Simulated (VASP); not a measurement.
# Mg (P6_3/mmc) in VASP: notebook

Runs on Mg. Level: LDA. Tasks: single point, relaxation of cell and atoms.

Program: VASP 6.6.1. These are calculated values, not measurements. Logs are shortened: lines on timing, memory, paths and dates and some standing lists are left out, and cuts for length are marked.

### Step 1. The cell of the first run

It takes space group P6_3/mmc (No. 194, hexagonal). The conventional cell has a = 3.136 Å, b = 3.136 Å, c = 5.075 Å, α = 90.00°, β = 90.00°, γ = 120.00°. Mg (site symmetry -6m2) has 12 Mg at 3.12 to 3.14 Å within 4.1 Å.

### Step 2. Single point, LDA

INCAR

```
SYSTEM = Mg
PREC = Accurate
ENCUT = 520
EDIFF = 1E-7
ISMEAR = -1
SIGMA = 0.05
LREAL = .False.
LASPH = .True.
NELM = 60
ALGO = Normal
ISIF = 2
LWAVE = .False.
LCHARG = .False.
NBANDS = 9
```

KPOINTS

```
regular mesh
0
Gamma
  18 18 10
  0 0 0
```

POSCAR

```
Mg
1.0
    3.1360876074      0.0000000000      0.0000000000
   -1.5680438037      2.7159315365      0.0000000000
    0.0000000000      0.0000000000      5.0750104882
Mg
2
Direct
    0.3333333333      0.6666666667      0.2500000000
    0.6666666667      0.3333333333      0.7500000000
```

Potentials or basis: VASP PAW LDA potentials, release 64 (Mg).

On the command line:

```console
$ cat potpaw_LDA.64/Mg/POTCAR > POTCAR
$ mpirun -np 1 vasp_std > vasp.out
```

OUTCAR:

```text
SYSTEM = Mg
   PREC = Accurate
   ENCUT = 520
   EDIFF = 1E-7
   ISMEAR = -1
   LREAL = .False.
   LASPH = .True.
   NELM = 60
   ISIF = 2

 ion  position               nearest neighbor table
   1  0.333  0.667  0.250-   2 3.12   2 3.12   2 3.12   2 3.12   2 3.12   2 3.12
   2  0.667  0.333  0.750-   1 3.12   1 3.12   1 3.12   1 3.12   1 3.12   1 3.12

  LATTYP: Found a hexagonal cell.
 ALAT       =     3.1360876074
 C/A-ratio  =     1.6182617081

  Lattice vectors:

 A1 = (   3.1360876074,   0.0000000000,   0.0000000000)
 A2 = (  -1.5680438037,   2.7159315365,   0.0000000000)
 A3 = (   0.0000000000,   0.0000000000,   5.0750104882)

Analysis of symmetry for initial positions (statically):
=====================================================================
 Subroutine PRICEL returns:
 Original cell was already a primitive cell.

 Routine SETGRP: Setting up the symmetry group for a
 hexagonal supercell.

 Subroutine GETGRP returns: Found 24 space group operations
 (whereof 12 operations were pure point group operations)
 out of a pool of 24 trial point group operations.

The static configuration has the point symmetry D_3d.
 The point group associated with its full space group is D_6h.

Analysis of symmetry for dynamics (positions and initial velocities):
=====================================================================
 Subroutine PRICEL returns:
 Original cell was already a primitive cell.

 Routine SETGRP: Setting up the symmetry group for a
 hexagonal supercell.

 Subroutine GETGRP returns: Found 24 space group operations
 (whereof 12 operations were pure point group operations)
 out of a pool of 24 trial point group operations.

The dynamic configuration has the point symmetry D_3d.
 The point group associated with its full space group is D_6h.

 Subroutine INISYM returns: Found 24 space group operations
 (whereof 12 operations are pure point group operations),
 and found     1 'primitive' translations

----------------------------------------------------------------------------------------

                                     Primitive cell

  volume of cell :      43.2259

  direct lattice vectors                    reciprocal lattice vectors
     3.136087607  0.000000000  0.000000000     0.318868643  0.184098897  0.000000000
    -1.568043804  2.715931536  0.000000000     0.000000000  0.368197794  0.000000000
     0.000000000  0.000000000  5.075010488     0.000000000  0.000000000  0.197043928

  length of vectors
     3.136087607  3.136087607  5.075010488     0.368197794  0.368197794  0.197043928

  position of ions in fractional coordinates (direct lattice)
     0.333333333  0.666666667  0.250000000
     0.666666667  0.333333333  0.750000000

  ion indices of the primitive-cell ions
   primitive index   ion index
                 1           1
                 2           2

----------------------------------------------------------------------------------------

 KPOINTS: regular mesh

Automatic generation of k-mesh.
 Grid dimensions read from file:
 generate k-points for:   18   18   10

 Generating k-lattice:

  Cartesian coordinates                     Fractional coordinates (reciprocal lattice)
     0.017714925  0.010227716  0.000000000     0.055555556 -0.000000000  0.000000000
     0.000000000  0.020455433  0.000000000     0.000000000  0.055555556  0.000000000
     0.000000000  0.000000000  0.019704393     0.000000000  0.000000000  0.100000000

  Length of vectors
     0.020455433  0.020455433  0.019704393

  Shift w.r.t. Gamma in fractional coordinates (k-lattice)
     0.000000000  0.000000000  0.000000000

 Subroutine IBZKPT returns following result:
 ===========================================

 Found    222 irreducible k-points:

 Following reciprocal coordinates:
            Coordinates               Weight
  0.000000  0.000000  0.000000      1.000000
  0.055556  0.000000  0.000000      6.000000
  0.111111  0.000000  0.000000      6.000000
  0.166667  0.000000  0.000000      6.000000
  0.222222 -0.000000  0.000000      6.000000
  0.277778 -0.000000  0.000000      6.000000
[... 16 lines left out ...]
  0.333333  0.111111  0.000000     12.000000
  0.388889  0.111111  0.000000     12.000000
 [... further k-points ...]
   k-points           NKPTS =    222   k-points in BZ     NKDIM =    222   number of bands    NBANDS=      9
   number of dos      NEDOS =    301   number of ions     NIONS =      2
   total plane-waves  NPLWV =  23040
   dimension x,y,z NGX =    24 NGY =   24 NGZ =   40
   dimension x,y,z NGXF=    48 NGYF=   48 NGZF=   80
   ions per type =               2
   NGX,Y,Z   is equivalent  to a cutoff of  12.72, 12.72, 13.10 a.u.
   NGXF,Y,Z  is equivalent  to a cutoff of  25.45, 25.45, 26.21 a.u.
 SYSTEM =  Mg
   PREC   = accura    normal or accurate (medium, high low for compatibility)
   ISTART =      0    job   : 0-new  1-cont  2-samecut
   ICHARG =      2    charge: 1-file 2-atom 10-const
   ISPIN  =      1    spin polarized calculation?
   LNONCOLLINEAR =      F non collinear calculations
   LSORBIT =      F    spin-orbit coupling
   LASPH  =      T    aspherical Exc in radial PAW
   ENCUT  =  520.0 eV  38.22 Ry    6.18 a.u.   5.83  5.83  9.44*2*pi/ulx,y,z
   NELM   =     60;   NELMIN=  2; NELMDL= -5     # of ELM steps
   EDIFF  = 0.1E-06   stopping-criterion for ELM
   LREAL  =      F    real-space projection
   EDIFFG = 0.1E-05   stopping-criterion for IOM
   NSW    =      0    number of steps for IOM
   IBRION =     -1    ionic relax: 0-MD 1-quasi-New 2-CG
   NFREE  =      0    steps in history (QN), initial steepest desc. (CG)
   ISIF   =      2    stress and relaxation
   ISYM   =      2    0-nonsym 1-usesym 2-fastsym
   POTIM  = 0.5000    time-step for ionic-motion
   TEBEG  =    0.0;   TEEND  =   0.0 temperature during run
   PSTRESS=    0.0 pullay stress
   NELECT =       4.0000    total number of electrons
   NUPDOWN=      -1.0000    fix difference up-down
   EMIN   =  10.00;   EMAX   =-10.00  energy-range for DOS
   EFERMI =   0.00;   METHOD = LEGACY
   ISMEAR =    -1;   SIGMA  =   0.05  broadening in eV -4-tet -1-fermi 0-gaus
   EFERMI_NEDOS =   21; number of points for ismear=-14 and -15
   IALGO  =     38    algorithm
   IMIX   =      4    mixing-type and parameters
     AMIX     =   0.40;   BMIX     =  1.00
     AMIX_MAG =   1.60;   BMIX_MAG =  1.00
  volume/ion in A,a.u.               =      21.61       145.85
  Fermi-wavevector in a.u.,A,eV,Ry     =   0.740480  1.399305  7.460225  0.548311
  Thomas-Fermi vector in A             =   1.834893
   LORBIT       =      0    0 simple, 1 ext, 2 COOP (PROOUT), +10 PAW based schemes
   GGA     = CA    functional components
   LHFCALC =     F    Hartree Fock is set to
   AEXX    =    0.0000 exact exchange contribution
   IVDW    =     0    specifies the selected vdW correction
   LEPSILON=     F    determine dielectric tensor
   LRPA    =     F    only Hartree local field effects (RPA)
 non-spin polarized calculation
  energy-cutoff  :      520.00
  volume of cell :       43.23
 maximum number of plane-waves:      1186
 NGX is ok and might be reduce to    24
   NGX = 11   NGY = 11   NGZ = 19

 number of electron       4.0000000 magnetization

 Free energy of the ion-electron system (eV)
  ---------------------------------------------------
  ext. energy  EPLUGINS =         0.00000000
  ---------------------------------------------------
  free energy    TOTEN  =        -3.62384226 eV

  energy without entropy =       -3.61695018  energy(sigma->0) =       -3.62039622

 E-fermi :   2.7784     XC(G=0):  -8.8761

 val. band max:        2.7655233944   @ k =   0.2778   0.2222   0.2000
 cond. band min:       2.7830633138   @ k =   0.2222   0.0556   0.0000
 fundamental gap:      0.0175399194
 Fermi energy:         2.7784120870

 k-point     1 :       0.0000    0.0000    0.0000
  band No.  band energies     occupation
      1      -4.3929      2.00000
      2       1.0567      2.00000
      3       1.5476      2.00000
      4      14.0012      0.00000
      5      14.0012      0.00000
      6      14.1606      0.00000
      7      14.1606      0.00000
      8      14.9767      0.00000
      9      16.6938      0.00000

 k-point     2 :       0.0556    0.0000    0.0000
  band No.  band energies     occupation
      1      -4.3298      2.00000
      2       1.1137      2.00000
      3       1.6088      2.00000
      4      12.5695      0.00000
      5      13.1978      0.00000
      6      14.0048      0.00000
      7      15.0511      0.00000
      8      15.6404      0.00000
      9      17.3668      0.00000

 k-point     3 :       0.1111    0.0000    0.0000
  band No.  band energies     occupation
      1      -4.1409      2.00000
      2       1.2849      2.00000
      3       1.7913      2.00000
      4      10.8204      0.00000
      5      12.4202      0.00000
      6      13.2340      0.00000
      7      15.6648      0.00000
      8      15.8432      0.00000
      9      16.0347      0.00000

 k-point     4 :       0.1667    0.0000    0.0000
  band No.  band energies     occupation
      1      -3.8269      2.00000
      2       1.5704      2.00000
      3       2.0916      2.00000
      4       9.1058      0.00000
      5      11.7454      0.00000
      6      12.3779      0.00000
      7      13.9694      0.00000
      8      14.9778      0.00000
      9      16.4242      0.00000

 k-point     5 :       0.2222   -0.0000    0.0000
  band No.  band energies     occupation
      1      -3.3893      2.00000
      2       1.9704      2.00000
      3       2.5010      1.99224
      4       7.4784      0.00000
      5      11.1749      0.00000
      6      11.4884      0.00000
      7      12.3330      0.00000
      8      13.8857      0.00000
      9      15.7822      0.00000

 k-point     6 :       0.2778   -0.0000    0.0000
  band No.  band energies     occupation
      1      -2.8297      2.00000
      2       2.4852      1.99433
      3       2.9937      0.02665
      4       5.9754      0.00000
      5      10.5421      0.00000
      6      10.7090      0.00000
      7      10.7891      0.00000
      8      12.9404      0.00000
      9      15.2515      0.00000
[... 169 lines left out ...]
 k-point    21 :       0.2222    0.1111    0.0000
  band No.  band energies     occupation
      1      -2.6439      2.00000
      2       2.6570      1.83801
      3       3.1588      0.00099
      4       6.1255      0.00000
      5       8.1327      0.00000
      6      10.9357      0.00000
      7      11.7764      0.00000
      8      13.1127      0.00000
      9      13.9546      0.00000

 k-point    22 :       0.2778    0.1111    0.0000
  band No.  band energies     occupation
      1      -1.9662      2.00000
      2       3.2870      0.00008
      3       3.5609      0.00000
      4       4.9148      0.00000
      5       7.6852      0.00000
      6       9.5140      0.00000
      7      10.5692      0.00000
      8      12.6833      0.00000
      9      13.6215      0.00000

 k-point    23 :       0.3333    0.1111    0.0000
  band No.  band energies     occupation
      1      -1.1722      2.00000
      2       2.9817      0.03370
      3       4.0317      0.00000
      4       4.8720      0.00000
      5       7.3013      0.00000
      6       8.1954      0.00000
      7       9.4931      0.00000
      8      12.3813      0.00000
      9      13.3760      0.00000

 k-point    24 :       0.3889    0.1111    0.0000
  band No.  band energies     occupation
      1      -0.2659      2.00000
      2       1.8508      2.00000
      3       4.8875      0.00000
      4       5.5403      0.00000
      5       6.8863      0.00000
      6       6.9929      0.00000
      7       8.6879      0.00000
      8      12.2013      0.00000
      9      13.2262      0.00000

 [... further k-points ...]

------------------------ aborting loop because EDIFF is reached ----------------------------------------

  FORCE on cell =-STRESS in cart. coord.  units (eV):
  Direction    XX          YY          ZZ          XY          YZ          ZX
  --------------------------------------------------------------------------------------
  -------------------------------------------------------------------------------------
  Total       -0.0880902     -0.0880902     -0.0930216      0.0000000     -0.0000000     -0.0000000
  in kB       -3.2650828     -3.2650828     -3.4478652      0.0000000     -0.0000000     -0.0000000
  external PRESSURE =      -3.3260103 kB  Pullay stress =       0.0000000 kB

 VOLUME and BASIS-vectors are now :
 -----------------------------------------------------------------------------
  energy-cutoff  :      520.00
  volume of cell :       43.23
      direct lattice vectors                 reciprocal lattice vectors
     3.136087607  0.000000000  0.000000000     0.318868643  0.184098897  0.000000000
    -1.568043804  2.715931536  0.000000000     0.000000000  0.368197794  0.000000000
     0.000000000  0.000000000  5.075010488     0.000000000  0.000000000  0.197043928

 POSITION                                       TOTAL-FORCE (eV/Angst)
 -----------------------------------------------------------------------------------
     -0.00000      1.81062      1.26875         0.000000      0.000000      0.000000
      1.56804      0.90531      3.80626        -0.000000     -0.000000      0.000000
 -----------------------------------------------------------------------------------
    total drift:                                0.000000     -0.000000      0.000000

  FREE ENERGIE OF THE ION-ELECTRON SYSTEM (eV)
  ---------------------------------------------------
  free  energy   TOTEN  =        -3.6238422599 eV

  energy  without entropy=       -3.6169501789  energy(sigma->0) =       -3.62039622
```

Run time: 32 s. Hardware: 1 thread of Intel Xeon Platinum 8259CL at 2.50GHz (Skylake/Cascade Lake), shared host; peak memory 0.2 GiB.

What came out:

* Free energy: -3.6238 eV
* Pressure: -0.3 GPa
* Band gap on the k mesh: zero (bands 2 and 3 overlap by 2.26 eV)

Levels at points of the mesh, in eV from the Fermi level:
| k point | band 1 | band 2 | band 3 | band 4 | band 5 |
| --- | --- | --- | --- | --- | --- |
| (0.00, 0.00, 0.00) | -7.17 | -1.72 | -1.23 | 11.22 | 11.22 |
| (0.50, 0.00, 0.00) | -2.22 | -2.20 | 2.76 | 3.11 | 3.44 |
| (0.00, 0.00, 0.50) | -5.72 | -5.72 | 5.26 | 5.26 | 11.98 |
| (0.50, 0.00, 0.50) | -1.14 | -1.14 | -0.45 | -0.45 | 8.26 |

### Step 3. Relaxation of cell and atoms, LDA

This run uses another cell than the first one, of 23.24 Å³/atom.

INCAR

```
SYSTEM = Mg
PREC = Accurate ; ENCUT = 600
EDIFF = 1E-6 ; ISMEAR = -1
SIGMA = 0.05 ; LREAL = .False.
LASPH = .True. ; NELM = 60
ALGO = Normal ; ISIF = 3
LWAVE = .False. ; LCHARG = .False.
IBRION = 2 ; NSW = 100
EDIFFG = -0.003
```

KPOINTS

```
Automatic mesh
0
Gamma
  18 18 10
  0 0 0
```

POSCAR

```
Mg
1.0
    3.2092700000      0.0000000000      0.0000000000
   -1.6046350000      2.7793093476      0.0000000000
    0.0000000000      0.0000000000      5.2103300000
Mg
2
Direct
    0.3333333333      0.6666666667      0.2500000000
    0.6666666667      0.3333333333      0.7500000000
```

Potentials or basis: VASP PAW LDA potentials, release 64 (Mg).

On the command line:

```console
$ cat potpaw_LDA.64/Mg/POTCAR > POTCAR
$ mpirun -np 1 vasp_std > vasp.out
```

Run time: 1.8 min. Hardware: 1 thread of Intel Xeon Platinum 8259CL at 2.50GHz (Skylake/Cascade Lake), shared host; peak memory 0.22 GiB.

Results (log left out):

```
Free energy                           : -3.6243 eV
Relaxed volume                        : 21.44 Å³/atom
Relaxed cell                          : a = 3.128 Å, b = 3.128 Å, c = 5.060 Å, α = 90.00°, β = 90.00°, γ = 120.00°
Space group after relaxing (to 0.1 Å) : P6_3/mmc (No. 194)
Energy gained by relaxing             : 16.9 meV/atom
Ionic steps                           : 7
Pressure after relaxing               : 0.0 GPa
Band gap on the k mesh                : zero (bands 2 and 3 overlap by 2.25 eV)
```

Step by step:
```csv
step,energy change (eV),largest force (eV/Å),pressure (GPa),volume (Å³)
1,0.0000,0.0000,-2.80,46.47
2,-0.0312,0.0000,-0.84,43.80
3,-0.0337,0.0000,-0.03,42.90
4,-0.0337,0.0000,0.04,42.83
5,-0.0337,0.0000,0.01,42.86
6,-0.0337,0.0000,-0.03,42.90
7,-0.0337,0.0000,-0.01,42.88
```

Final structure:
```yaml
crystal:
  lattice:
    - [3.12812, 0.00000, 0.00000]
    - [-1.56406, 2.70903, 0.00000]
    - [0.00000, 0.00000, 5.06007]
  atoms:
    - { symbol: Mg, position: [0.33333, 0.66667, 0.25000] }
    - { symbol: Mg, position: [0.66667, 0.33333, 0.75000] }
```

Levels at points of the mesh, in eV from the Fermi level:
```
           k point  band 1  band 2  band 3  band 4  band 5  band 6
(0.00, 0.00, 0.00)   -7.21   -1.73   -1.23   11.27   11.27   11.44
(0.50, 0.00, 0.00)   -2.24   -2.21    2.77    3.11    3.47    3.87
(0.00, 0.00, 0.50)   -5.75   -5.75    5.29    5.29   12.02   12.02
(0.50, 0.00, 0.50)   -1.15   -1.15   -0.45   -0.45    8.29    8.29
```

LDA usually gives volumes a few per cent too small. Zero-point motion and thermal expansion aren't in these numbers.

The gap in the log of VASP goes by the Fermi energy; the results here count the filled bands.